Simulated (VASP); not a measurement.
# Na (Fm-3m) in VASP: single point with PBEsol

Aim: the single point of Na with PBEsol.

Program: VASP 6.6.1. These are calculated values, not measurements. Logs are shortened: lines on timing, memory, paths and dates and some standing lists are left out, and cuts for length are marked.

### Step 1. The cell of the first run

The structure is cubic, space group Fm-3m (No. 225). Conventional cell: a = 5.330 Å, b = 5.330 Å, c = 5.330 Å, α = 90.00°, β = 90.00°, γ = 90.00°. Na (site symmetry m-3m) has 12 Na at 3.77 Å within 4.9 Å.

### Step 2. Single point, PBEsol (Li replaced by Na, lengths x 1.178, strained)

Contents of INCAR:

```
SYSTEM = Na
ALGO = Fast
EDIFF = 1E-6
ENCUT = 520
GGA = PS
ISIF = 2
ISMEAR = 0
LASPH = .TRUE.
LCHARG = .TRUE.
LELF = .TRUE.
LREAL = .FALSE.
LVHAR = .TRUE.
LWAVE = .FALSE.
NBANDS = 10
NELM = 100
PREC = Accurate
SIGMA = 0.1
```

Contents of KPOINTS:

```
k-points
0
G
  6 6 6
  0 0 0
```

Contents of POSCAR:

```
Na
1.0
    0.0000000000      2.6651575324      2.6651575324
    2.6651575324      0.0000000000      2.6651575324
    2.6651575324      2.6651575324      0.0000000000
Na
1
Direct
    0.0000000000      0.0000000000      0.0000000000
```

Potentials or basis: VASP PAW PBE potentials, release 64 (Na_pv).

Run with:

```bash
$ cat potpaw_PBE.64/Na_pv/POTCAR > POTCAR
$ mpirun -np 1 vasp_std > vasp.out
```

OUTCAR:

```text
SYSTEM = Na
   EDIFF = 1E-6
   ENCUT = 520
   GGA = PS
   ISIF = 2
   ISMEAR = 0
   LASPH = .TRUE.
   LREAL = .FALSE.
   NELM = 100
   PREC = Accurate

 ion  position               nearest neighbor table
   1  0.000  0.000  0.000-

  LATTYP: Found a face centered cubic cell.
 ALAT       =     5.3303150648

  Lattice vectors:

 A1 = (   0.0000000000,   2.6651575324,   2.6651575324)
 A2 = (   2.6651575324,   0.0000000000,   2.6651575324)
 A3 = (   2.6651575324,   2.6651575324,   0.0000000000)

Analysis of symmetry for initial positions (statically):
=====================================================================
 Subroutine PRICEL returns:
 Original cell was already a primitive cell.

 Routine SETGRP: Setting up the symmetry group for a
 face centered cubic supercell.

 Subroutine GETGRP returns: Found 48 space group operations
 (whereof 48 operations were pure point group operations)
 out of a pool of 48 trial point group operations.

The static configuration has the point symmetry O_h .

Analysis of symmetry for dynamics (positions and initial velocities):
=====================================================================
 Subroutine PRICEL returns:
 Original cell was already a primitive cell.

 Routine SETGRP: Setting up the symmetry group for a
 face centered cubic supercell.

 Subroutine GETGRP returns: Found 48 space group operations
 (whereof 48 operations were pure point group operations)
 out of a pool of 48 trial point group operations.

The dynamic configuration has the point symmetry O_h .

 Subroutine INISYM returns: Found 48 space group operations
 (whereof 48 operations are pure point group operations),
 and found     1 'primitive' translations

----------------------------------------------------------------------------------------

                                     Primitive cell

  volume of cell :      37.8616

  direct lattice vectors                    reciprocal lattice vectors
     0.000000000  2.665157532  2.665157532    -0.187606171  0.187606171  0.187606171
     2.665157532  0.000000000  2.665157532     0.187606171 -0.187606171  0.187606171
     2.665157532  2.665157532  0.000000000     0.187606171  0.187606171 -0.187606171

  length of vectors
     3.769101928  3.769101928  3.769101928     0.324943420  0.324943420  0.324943420

  position of ions in fractional coordinates (direct lattice)
     0.000000000  0.000000000  0.000000000

  ion indices of the primitive-cell ions
   primitive index   ion index
                 1           1

----------------------------------------------------------------------------------------

 KPOINTS: k-points

Automatic generation of k-mesh.
 Grid dimensions read from file:
 generate k-points for:    6    6    6

 Generating k-lattice:

  Cartesian coordinates                     Fractional coordinates (reciprocal lattice)
    -0.031267695  0.031267695  0.031267695     0.166666667  0.000000000  0.000000000
     0.031267695 -0.031267695  0.031267695     0.000000000  0.166666667  0.000000000
     0.031267695  0.031267695 -0.031267695     0.000000000  0.000000000  0.166666667

  Length of vectors
     0.054157237  0.054157237  0.054157237

  Shift w.r.t. Gamma in fractional coordinates (k-lattice)
     0.000000000  0.000000000  0.000000000

 Subroutine IBZKPT returns following result:
 ===========================================

 Found     16 irreducible k-points:

 Following reciprocal coordinates:
            Coordinates               Weight
  0.000000  0.000000  0.000000      1.000000
  0.166667  0.000000  0.000000      8.000000
  0.333333  0.000000  0.000000      8.000000
  0.500000  0.000000  0.000000      4.000000
  0.166667  0.166667  0.000000      6.000000
  0.333333  0.166667  0.000000     24.000000
[... 8 lines left out ...]
 -0.333333  0.333333  0.166667     24.000000
 -0.333333  0.500000  0.166667     12.000000
   k-points           NKPTS =     16   k-points in BZ     NKDIM =     16   number of bands    NBANDS=     10
   number of dos      NEDOS =    301   number of ions     NIONS =      1
   total plane-waves  NPLWV =  21952
   dimension x,y,z NGX =    28 NGY =   28 NGZ =   28
   dimension x,y,z NGXF=    56 NGYF=   56 NGZF=   56
   ions per type =               1
   NGX,Y,Z   is equivalent  to a cutoff of  12.35, 12.35, 12.35 a.u.
   NGXF,Y,Z  is equivalent  to a cutoff of  24.70, 24.70, 24.70 a.u.
 SYSTEM =  Na
   PREC   = accura    normal or accurate (medium, high low for compatibility)
   ISTART =      0    job   : 0-new  1-cont  2-samecut
   ICHARG =      2    charge: 1-file 2-atom 10-const
   ISPIN  =      1    spin polarized calculation?
   LNONCOLLINEAR =      F non collinear calculations
   LSORBIT =      F    spin-orbit coupling
   LASPH  =      T    aspherical Exc in radial PAW
   ENCUT  =  520.0 eV  38.22 Ry    6.18 a.u.   7.01  7.01  7.01*2*pi/ulx,y,z
   NELM   =    100;   NELMIN=  2; NELMDL= -5     # of ELM steps
   EDIFF  = 0.1E-05   stopping-criterion for ELM
   LREAL  =      F    real-space projection
   EDIFFG = 0.1E-04   stopping-criterion for IOM
   NSW    =      0    number of steps for IOM
   IBRION =     -1    ionic relax: 0-MD 1-quasi-New 2-CG
   NFREE  =      0    steps in history (QN), initial steepest desc. (CG)
   ISIF   =      2    stress and relaxation
   ISYM   =      2    0-nonsym 1-usesym 2-fastsym
   POTIM  = 0.5000    time-step for ionic-motion
   TEBEG  =    0.0;   TEEND  =   0.0 temperature during run
   PSTRESS=    0.0 pullay stress
   NELECT =       7.0000    total number of electrons
   NUPDOWN=      -1.0000    fix difference up-down
   EMIN   =  10.00;   EMAX   =-10.00  energy-range for DOS
   EFERMI =   0.00;   METHOD = LEGACY
   ISMEAR =     0;   SIGMA  =   0.10  broadening in eV -4-tet -1-fermi 0-gaus
   EFERMI_NEDOS =   21; number of points for ismear=-14 and -15
   IALGO  =     68    algorithm
   IMIX   =      4    mixing-type and parameters
     AMIX     =   0.40;   BMIX     =  1.00
     AMIX_MAG =   1.60;   BMIX_MAG =  1.00
  volume/ion in A,a.u.               =      37.86       255.50
  Fermi-wavevector in a.u.,A,eV,Ry     =   0.932627  1.762409 11.834253  0.869793
  Thomas-Fermi vector in A             =   2.059244
   LORBIT       =      0    0 simple, 1 ext, 2 COOP (PROOUT), +10 PAW based schemes
   GGA     = PS    functional components
   LHFCALC =     F    Hartree Fock is set to
   AEXX    =    0.0000 exact exchange contribution
   IVDW    =     0    specifies the selected vdW correction
   LEPSILON=     F    determine dielectric tensor
   LRPA    =     F    only Hartree local field effects (RPA)
 non-spin polarized calculation
 RMM-DIIS sequential band-by-band and
 Gauss-broadening in eV      SIGMA  =   0.10
  energy-cutoff  :      520.00
  volume of cell :       37.86
 maximum number of plane-waves:      1034
   NGX = 13   NGY = 13   NGZ = 13

 number of electron       6.9999994 magnetization

 Free energy of the ion-electron system (eV)
  ---------------------------------------------------
  ext. energy  EPLUGINS =         0.00000000
  ---------------------------------------------------
  free energy    TOTEN  =        -1.38833400 eV

  energy without entropy =       -1.38374998  energy(sigma->0) =       -1.38604199

 E-fermi :   0.0260     XC(G=0):  -6.4454

 val. band max:       -0.0319164727   @ k =   0.5000   0.3333   0.1667
 cond. band min:       0.5317559905   @ k =   0.5000   0.1667   0.0000
 fundamental gap:      0.5636724632
 Fermi energy:         0.0260302168

 k-point     1 :       0.0000    0.0000    0.0000
  band No.  band energies     occupation
      1     -24.5529      2.00000
      2     -24.5529      2.00000
      3     -24.5529      2.00000
      4      -2.9879      2.00000
      5      11.2121      0.00000
      6      11.2121      0.00000
      7      11.2121      0.00000
      8      12.2867      0.00000
      9      12.7343      0.00000
     10      12.7343      0.00000

 k-point     2 :       0.1667    0.0000    0.0000
  band No.  band energies     occupation
      1     -24.5612      2.00000
      2     -24.5541      2.00000
      3     -24.5541      2.00000
      4      -2.5337      2.00000
      5       7.5984      0.00000
      6      10.6156      0.00000
      7      10.6156      0.00000
      8      11.8908      0.00000
      9      13.7290      0.00000
     10      13.7346      0.00000

 k-point     3 :       0.3333    0.0000    0.0000
  band No.  band energies     occupation
      1     -24.5776      2.00000
      2     -24.5564      2.00000
      3     -24.5564      2.00000
      4      -1.1943      2.00000
      5       3.9519      0.00000
      6      10.2284      0.00000
      7      10.2284      0.00000
      8      11.3710      0.00000
      9      12.0465      0.00000
     10      12.0465      0.00000

 k-point     4 :       0.5000    0.0000    0.0000
  band No.  band energies     occupation
      1     -24.5858      2.00000
      2     -24.5575      2.00000
      3     -24.5575      2.00000
      4       0.7891      0.00000
      5       1.1948      0.00000
      6      10.2599      0.00000
      7      10.2599      0.00000
      8      11.2690      0.00000
      9      11.2690      0.00000
     10      11.3200      0.00000

 k-point     5 :       0.1667    0.1667    0.0000
  band No.  band energies     occupation
      1     -24.5609      2.00000
      2     -24.5560      2.00000
      3     -24.5560      2.00000
      4      -2.3831      2.00000
      5       8.7743      0.00000
      6       9.2733      0.00000
      7       9.2733      0.00000
      8      10.3770      0.00000
      9      12.0348      0.00000
     10      15.7531      0.00000

 k-point     6 :       0.3333    0.1667    0.0000
  band No.  band energies     occupation
      1     -24.5729      2.00000
      2     -24.5587      2.00000
      3     -24.5586      2.00000
      4      -1.3414      2.00000
      5       5.4225      0.00000
      6       8.4380      0.00000
      7       8.6516      0.00000
      8       9.6533      0.00000
      9      12.6397      0.00000
     10      14.9430      0.00000

 k-point     7 :       0.5000    0.1667    0.0000
  band No.  band energies     occupation
      1     -24.5824      2.00000
      2     -24.5623      2.00000
      3     -24.5594      2.00000
      4       0.5318      0.00000
      5       2.2892      0.00000
      6       7.2533      0.00000
      7       8.7753      0.00000
      8       9.6372      0.00000
      9      13.5572      0.00000
     10      14.5146      0.00000

 k-point     8 :      -0.3333    0.1667    0.0000
  band No.  band energies     occupation
      1     -24.5798      2.00000
      2     -24.5634      2.00000
      3     -24.5575      2.00000
      4      -0.1766      1.99584
      5       3.2454      0.00000
      6       6.6731      0.00000
      7       9.6588      0.00000
      8      10.5602      0.00000
      9      12.8581      0.00000
     10      13.9234      0.00000

 k-point     9 :      -0.1667    0.1667    0.0000
  band No.  band energies     occupation
      1     -24.5691      2.00000
      2     -24.5594      2.00000
      3     -24.5549      2.00000
      4      -1.7854      2.00000
      5       6.2860      0.00000
      6       7.2237      0.00000
      7      11.3059      0.00000
      8      12.2076      0.00000
      9      12.3726      0.00000
     10      13.5821      0.00000

 k-point    10 :       0.3333    0.3333    0.0000
  band No.  band energies     occupation
      1     -24.5764      2.00000
      2     -24.5620      2.00000
      3     -24.5620      2.00000
      4      -0.6092      2.00000
      5       6.0784      0.00000
      6       7.0322      0.00000
      7       7.7772      0.00000
      8       7.7772      0.00000
      9       9.8947      0.00000
     10      18.0059      0.00000

 k-point    11 :       0.5000    0.3333    0.0000
  band No.  band energies     occupation
      1     -24.5805      2.00000
      2     -24.5670      2.00000
      3     -24.5632      2.00000
      4       0.9611      0.00000
      5       4.0626      0.00000
      6       4.6856      0.00000
      7       7.6533      0.00000
      8       8.1954      0.00000
      9      11.5896      0.00000
     10      17.0383      0.00000

 k-point    12 :      -0.3333    0.3333    0.0000
  band No.  band energies     occupation
      1     -24.5750      2.00000
      2     -24.5749      2.00000
      3     -24.5609      2.00000
      4       1.6415      0.00000
      5       3.0491      0.00000
      6       3.8730      0.00000
      7       8.2825      0.00000
      8       8.9875      0.00000
      9      15.1658      0.00000
     10      15.8317      0.00000

 k-point    13 :       0.5000    0.5000    0.0000
  band No.  band energies     occupation
      1     -24.5839      2.00000
      2     -24.5650      2.00000
      3     -24.5650      2.00000
      4       1.9838      0.00000
      5       2.5378      0.00000
      6       6.4487      0.00000
      7       7.2787      0.00000
      8       7.2787      0.00000
      9       9.2231      0.00000
     10      19.9758      0.00000

 k-point    14 :       0.5000    0.3333    0.1667
  band No.  band energies     occupation
      1     -24.5774      2.00000
      2     -24.5663      2.00000
      3     -24.5604      2.00000
      4      -0.0319      1.58749
      5       4.6577      0.00000
      6       5.4253      0.00000
      7       7.0771      0.00000
      8      11.2722      0.00000
      9      12.6963      0.00000
     10      13.5311      0.00000

 k-point    15 :      -0.3333    0.3333    0.1667
  band No.  band energies     occupation
      1     -24.5784      2.00000
      2     -24.5702      2.00000
      3     -24.5622      2.00000
      4       1.8743      0.00000
      5       2.3270      0.00000
      6       5.1694      0.00000
      7       6.1760      0.00000
      8      12.2305      0.00000
      9      12.2754      0.00000
     10      15.3468      0.00000

 k-point    16 :      -0.3333    0.5000    0.1667
  band No.  band energies     occupation
      1     -24.5792      2.00000
      2     -24.5697      2.00000
      3     -24.5652      2.00000
      4       2.5151      0.00000
      5       3.0210      0.00000
      6       4.1163      0.00000
      7       5.3561      0.00000
      8      10.7415      0.00000
      9      12.1903      0.00000
     10      15.6879      0.00000

------------------------ aborting loop because EDIFF is reached ----------------------------------------

  FORCE on cell =-STRESS in cart. coord.  units (eV):
  Direction    XX          YY          ZZ          XY          YZ          ZX
  --------------------------------------------------------------------------------------
  -------------------------------------------------------------------------------------
  Total       -0.0435809     -0.0435809     -0.0435809      0.0000000     -0.0000000      0.0000000
  in kB       -1.8441990     -1.8441990     -1.8441990      0.0000000     -0.0000000      0.0000000
  external PRESSURE =      -1.8441990 kB  Pullay stress =       0.0000000 kB

 VOLUME and BASIS-vectors are now :
 -----------------------------------------------------------------------------
  energy-cutoff  :      520.00
  volume of cell :       37.86
      direct lattice vectors                 reciprocal lattice vectors
     0.000000000  2.665157532  2.665157532    -0.187606171  0.187606171  0.187606171
     2.665157532  0.000000000  2.665157532     0.187606171 -0.187606171  0.187606171
     2.665157532  2.665157532  0.000000000     0.187606171  0.187606171 -0.187606171

 POSITION                                       TOTAL-FORCE (eV/Angst)
 -----------------------------------------------------------------------------------
      0.00000      0.00000      0.00000         0.000000      0.000000     -0.000000
 -----------------------------------------------------------------------------------
    total drift:                               -0.000000     -0.000000     -0.000000

  FREE ENERGIE OF THE ION-ELECTRON SYSTEM (eV)
  ---------------------------------------------------
  free  energy   TOTEN  =        -1.3883339995 eV

  energy  without entropy=       -1.3837499816  energy(sigma->0) =       -1.38604199
```

It took 6 s on 1 thread of Intel Xeon 6975P-C, shared host; peak memory 0.14 GiB.

Results:

- Free energy: -1.3883 eV
- Pressure: -0.2 GPa

Levels at points of the mesh, in eV from the Fermi level:
| k point | band 1 | band 2 | band 3 | band 4 | band 5 | band 6 | band 7 | band 8 | band 9 |
| --- | --- | --- | --- | --- | --- | --- | --- | --- | --- |
| (0.00, 0.00, 0.00) | -24.58 | -24.58 | -24.58 | -3.01 | 11.19 | 11.19 | 11.19 | 12.26 | 12.71 |
| (0.50, 0.00, 0.00) | -24.61 | -24.58 | -24.58 | 0.76 | 1.17 | 10.23 | 10.23 | 11.24 | 11.24 |
| (0.50, 0.50, 0.00) | -24.61 | -24.59 | -24.59 | 1.96 | 2.51 | 6.42 | 7.25 | 7.25 | 9.20 |

Caveat: the cell differs from its parent crystal (Li replaced by Na, lengths x 1.178, strained); the PAW data sets were made with another functional, which shifts forces and pressure a little.
